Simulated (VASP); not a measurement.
# In (I4/mmm) in VASP: a series of runs, part 2 of 2

VASP 6.6.1.

**3. Single point, PBE (25.38 Å³/atom)**

This run uses another cell than the first one, of 25.38 Å³/atom.

Input file INCAR:

```
  ALGO = Normal
  EDIFF = 1E-6
  ENCUT = 520
  GGA = PE
  ISIF = 2
  ISMEAR = -1
  ISYM = 0
  LASPH = T
  LCHARG = T
  LELF = T
  LREAL = F
  LVHAR = T
  LWAVE = F
  NBANDS = 12
  NELM = 80
  PREC = Accurate
  SIGMA = 0.05
```

Input file KPOINTS:

```
k-points
0
Gamma
  12 12 14
```

Input file POSCAR:

```
In
1.0
   -1.6097231193      1.6097231193      2.4489588974
    1.6097231193     -1.6097231193      2.4489588974
    1.6097231193      1.6097231193     -2.4489588974
In
1
Direct
    0.0000000000      0.0000000000      0.0000000000
```

Potentials or basis: VASP PAW PBE potentials, release 64 (In_d).

Run with:

```bash
$ cat potpaw_PBE.64/In_d/POTCAR > POTCAR
$ mpirun -np 1 vasp_std > vasp.out
```

OUTCAR:

```text
EDIFF = 1E-6
   ENCUT = 520
   GGA = PE
   ISIF = 2
   ISMEAR = -1
   ISYM = 0
   LASPH = T
   LREAL = F
   NELM = 80
   PREC = Accurate

 ion  position               nearest neighbor table
   1  0.000  0.000  0.000-

IMPORTANT INFORMATION: All symmetrisations will be switched off!
NOSYMM: (Re-)initialisation of all symmetry stuff for point group C_1.

----------------------------------------------------------------------------------------

                                     Primitive cell

  volume of cell :      25.3831

  direct lattice vectors                    reciprocal lattice vectors
    -1.609723119  1.609723119  2.448958897     0.000000000  0.310612424  0.204168392
     1.609723119 -1.609723119  2.448958897     0.310612424  0.000000000  0.204168392
     1.609723119  1.609723119 -2.448958897     0.310612424  0.310612424  0.000000000

  length of vectors
     3.343623293  3.343623293  3.343623293     0.371705273  0.371705273  0.439272303

  position of ions in fractional coordinates (direct lattice)
     0.000000000  0.000000000  0.000000000

  ion indices of the primitive-cell ions
   primitive index   ion index
                 1           1

----------------------------------------------------------------------------------------

 KPOINTS: k-points

Automatic generation of k-mesh.
 Grid dimensions read from file:
 generate k-points for:   12   12   14

 Generating k-lattice:

  Cartesian coordinates                     Fractional coordinates (reciprocal lattice)
     0.000000000  0.025884369  0.017014033     0.083333333  0.000000000 -0.000000000
     0.025884369  0.000000000  0.017014033     0.000000000  0.083333333 -0.000000000
     0.022186602  0.022186602  0.000000000     0.000000000  0.000000000  0.071428571

  Length of vectors
     0.030975439  0.030975439  0.031376593

  Shift w.r.t. Gamma in fractional coordinates (k-lattice)
     0.000000000  0.000000000  0.000000000

[... 93 lines left out ...]
  volume/ion in A,a.u.               =      25.38       171.29
  Fermi-wavevector in a.u.,A,eV,Ry     =   1.309809  2.475180 23.342153  1.715600
  Thomas-Fermi vector in A             =   2.440382
   LORBIT       =      0    0 simple, 1 ext, 2 COOP (PROOUT), +10 PAW based schemes
   GGA     = PE    functional components
   LHFCALC =     F    Hartree Fock is set to
   AEXX    =    0.0000 exact exchange contribution
   IVDW    =     0    specifies the selected vdW correction
   LEPSILON=     F    determine dielectric tensor
   LRPA    =     F    only Hartree local field effects (RPA)
 non-spin polarized calculation
  energy-cutoff  :      520.00
  volume of cell :       25.38
 maximum number of plane-waves:       705
 NGX is ok and might be reduce to    28
   NGX = 13   NGY = 13   NGZ = 13

 number of electron      13.0000002 magnetization

 Free energy of the ion-electron system (eV)
  ---------------------------------------------------
  ext. energy  EPLUGINS =         0.00000000
  ---------------------------------------------------
  free energy    TOTEN  =        -2.53849240 eV

  energy without entropy =       -2.53453148  energy(sigma->0) =       -2.53651194

 E-fermi :   7.8714     XC(G=0): -10.3971

 val. band max:        7.8644231984   @ k =  -0.2500  -0.0000   0.4286
 cond. band min:       7.8835623334   @ k =   0.3333  -0.4167   0.2143
 fundamental gap:      0.0191391351
 Fermi energy:         7.8714278626

 k-point     1 :       0.0000    0.0000    0.0000
  band No.  band energies     occupation
      1      -6.8727      2.00000
      2      -6.7598      2.00000
      3      -6.7588      2.00000
      4      -6.6702      2.00000
      5      -6.5590      2.00000
      6      -1.8842      2.00000
      7      18.6872      0.00000
      8      18.6882      0.00000
      9      18.8742      0.00000
     10      19.5113      0.00000
     11      22.0995      0.00000
     12      22.2079      0.00000
[... 331 lines left out ...]
 k-point    24 :       0.3333    0.1667    0.0000
  band No.  band energies     occupation
      1      -6.8148      2.00000
      2      -6.7748      2.00000
      3      -6.7096      2.00000
      4      -6.5376      2.00000
      5      -6.5140      2.00000
      6       2.0825      2.00000
      7       7.5704      1.99515
      8      12.6054      0.00000
      9      15.3889      0.00000
     10      18.1288      0.00000
     11      21.3448      0.00000
     12      23.1824      0.00000

 [... further k-points ...]
[... 5 lines left out ...]
  --------------------------------------------------------------------------------------
  -------------------------------------------------------------------------------------
  Total        0.5360671      0.5360667      0.5860033     -0.0482905      0.0333789      0.0333822
  in kB       33.8365380     33.8365095     36.9885043     -3.0480954      2.1068760      2.1070842
  external PRESSURE =      34.8871839 kB  Pullay stress =       0.0000000 kB

 VOLUME and BASIS-vectors are now :
 -----------------------------------------------------------------------------
  energy-cutoff  :      520.00
  volume of cell :       25.38
      direct lattice vectors                 reciprocal lattice vectors
    -1.609723119  1.609723119  2.448958897     0.000000000  0.310612424  0.204168392
     1.609723119 -1.609723119  2.448958897     0.310612424  0.000000000  0.204168392
     1.609723119  1.609723119 -2.448958897     0.310612424  0.310612424  0.000000000

 POSITION                                       TOTAL-FORCE (eV/Angst)
 -----------------------------------------------------------------------------------
      0.00000      0.00000      0.00000        -0.000000     -0.000003     -0.000003
 -----------------------------------------------------------------------------------
    total drift:                               -0.000000     -0.000003     -0.000003

  FREE ENERGIE OF THE ION-ELECTRON SYSTEM (eV)
  ---------------------------------------------------
  free  energy   TOTEN  =        -2.5384924050 eV

  energy  without entropy=       -2.5345314753  energy(sigma->0) =       -2.53651194
```

stdout:

```text
POSCAR found type information on POSCAR In
 POSCAR found :  1 types and       1 ions
 scaLAPACK will be used
 LDA part: xc-table for (Slater+PW92), standard interpolation
 -----------------------------------------------------------------------------
|                                                                             |
|           W    W    AA    RRRRR   N    N  II  N    N   GGGG   !!!           |
|           W    W   A  A   R    R  NN   N  II  NN   N  G    G  !!!           |
|           W    W  A    A  R    R  N N  N  II  N N  N  G       !!!           |
|           W WW W  AAAAAA  RRRRR   N  N N  II  N  N N  G  GGG   !            |
|           WW  WW  A    A  R   R   N   NN  II  N   NN  G    G                |
|           W    W  A    A  R    R  N    N  II  N    N   GGGG   !!!           |
|                                                                             |
|     Your reciprocal lattice and k-lattice belong to different lattice       |
|     classes:                                                                |
|                                                                             |
|        The reciprocal lattice is body-centered tetragonal,                  |
|        whereas your k-lattice is base-centered monoclinic.                  |
|                                                                             |
|     Results are often still useful ...                                      |
|                                                                             |
 -----------------------------------------------------------------------------

 POSCAR, INCAR and KPOINTS ok, starting setup
 FFT: planning ... GRIDC
 FFT: planning ... GRID_SOFT
 FFT: planning ... GRID
 WAVECAR not read
 entering main loop
```

Run time: 3.2 min. Hardware: 1 thread of Intel Xeon 8259CL, shared host; peak memory 0.41 GiB.

Results:

```yaml
Free_energy: -2.5385 eV
Pressure: 3.5 GPa
Band_gap_on_the_k_mesh: zero (an odd number of electrons rules out a gap without spin polarisation)
```

Caveat: the cell stands under pressure; spin-orbit coupling is left out, which moves the levels of the heavy elements.

**4. Single point, PBE (26.95 Å³/atom)**

This run uses another cell than the first one, of 26.95 Å³/atom.

Input file INCAR:

```
  PREC = Accurate
  ENCUT = 520
  EDIFF = 1E-7
  ISMEAR = -1
  SIGMA = 0.05
  LREAL = False
  LASPH = True
  NELM = 60
  ALGO = Normal
  ISIF = 2
  LWAVE = False
  LCHARG = False
  GGA = PE
  NBANDS = 12
  ISYM = 0
```

Input file KPOINTS:

```
regular mesh
0
Gamma
  12 12 14
```

Input file POSCAR:

```
In
1.0
   -1.6422515422      1.6422515422      2.4984461476
    1.6422515422     -1.6422515422      2.4984461476
    1.6422515422      1.6422515422     -2.4984461476
In
1
Direct
    0.0000000000      0.0000000000      0.0000000000
```

Run with:

```bash
$ cat potpaw_PBE.64/In_d/POTCAR > POTCAR
$ mpirun -np 1 vasp_std > vasp.out
```

Wall time 2.8 min (1 thread of Intel Xeon 8259CL, shared host); peak memory 0.42 GiB.

It converged, with:

```yaml
Free_energy: -2.5593 eV
Pressure: 0.7 GPa
Band_gap_on_the_k_mesh: zero (an odd number of electrons rules out a gap without spin polarisation)
```

Stress tensor (GPa, compression positive):
```
 0.66 -0.16  0.15
-0.16  0.66  0.15
 0.15  0.15  0.92
```

Levels at points of the mesh, in eV from the Fermi level:
```tsv
k point	band 3	band 4	band 5	band 6	band 7	band 8	band 9	band 10
(0.00, 0.00, 0.00)	-14.55	-14.48	-14.39	-9.32	10.29	10.29	10.45	11.53
(0.50, 0.00, 0.00)	-14.54	-14.30	-14.27	-4.27	-3.23	7.38	8.94	11.05
(0.00, 0.50, 0.00)	-14.54	-14.30	-14.27	-4.27	-3.23	7.38	8.94	11.05
(0.50, 0.50, 0.00)	-14.30	-14.29	-14.21	-1.85	-1.71	3.49	3.92	6.89
(0.00, 0.00, 0.50)	-14.30	-14.29	-14.21	-1.85	-1.71	3.49	3.92	6.89
(0.50, 0.00, 0.50)	-14.54	-14.30	-14.27	-4.27	-3.23	7.38	8.94	11.05
(0.00, 0.50, 0.50)	-14.54	-14.30	-14.27	-4.27	-3.23	7.38	8.94	11.05
(0.50, 0.50, 0.50)	-14.29	-14.26	-14.26	-2.94	-2.54	4.67	4.67	8.03
```

Caveat: spin-orbit coupling is left out, which moves the levels of the heavy elements.

**5. Summary**

| cell | gap on the mesh (eV) | pressure (GPa) |
| --- | --- | --- |
| a = 3.309 Å, angles 122.4, 122.4, 85.8°, 1 atom | none | 5.2 |
| a = 3.344 Å, angles 122.4, 122.4, 85.8°, 1 atom | none | 3.5 |
| a = 3.411 Å, angles 122.4, 122.4, 85.8°, 1 atom | none | 0.7 |

Alike in all rows: task single point; level PBE; potentials or basis VASP PAW PBE potentials, release 64 (In_d); no spin polarisation; k mesh 12 × 12 × 14; cutoff (eV) 520; smearing fermi-dirac 0.05 eV.

Caveats: spin-orbit coupling is left out, which moves the levels of the heavy elements; the cell stands under pressure (at least some runs).

Total energies depend on the potentials used, so only differences within one code and one set of settings carry meaning.

The gap in the log of VASP goes by the Fermi energy; the results here count the filled bands.